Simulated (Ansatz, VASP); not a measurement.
**Two plane-wave programs on BN**

```
B N
1.0
     0.00000    1.81235    1.88484
     1.81235    0.00000    1.88484
     1.81235    1.81235    0.00000
B N
1 1
Direct
  0.00000 0.00000 0.00000
  0.75000 0.75000 0.75000
```

Change from the starting cell: strain +0.000 along x and y, +0.040 along z, atoms carried along.

Alike in both runs: task single point; functional PBE; k mesh 12 × 12 × 12; occupations gaussian, width 0.05 eV; no spin polarisation.

|  | VASP | Ansatz |
| --- | --- | --- |
| version | VASP 6.6.1 | Ansatz 0.2.0 |
| potentials or method | VASP PAW PBE potentials, release 64 (B, N), cutoff 600 eV | scalar-relativistic, plane waves, PAW |
| valence electrons in the cell | 8 | 8 |

Ansatz gave:

| Item | Value |
| --- | --- |
| gap on the k mesh at the Fermi level (eV) | 4.08 |
| least direct gap on the mesh (eV) | 8.39 |
| pressure (GPa) | -13.5 |
| traceless stress, the component that is largest in VASP (GPa) | -16.19 |

Problem. Estimate VASP's values.

Solution. gap on the k mesh at the Fermi level (eV): 4.07; least direct gap on the mesh (eV): 8.38; pressure (GPa): -13.7; traceless stress, the component that is largest in VASP (GPa): -16.21.
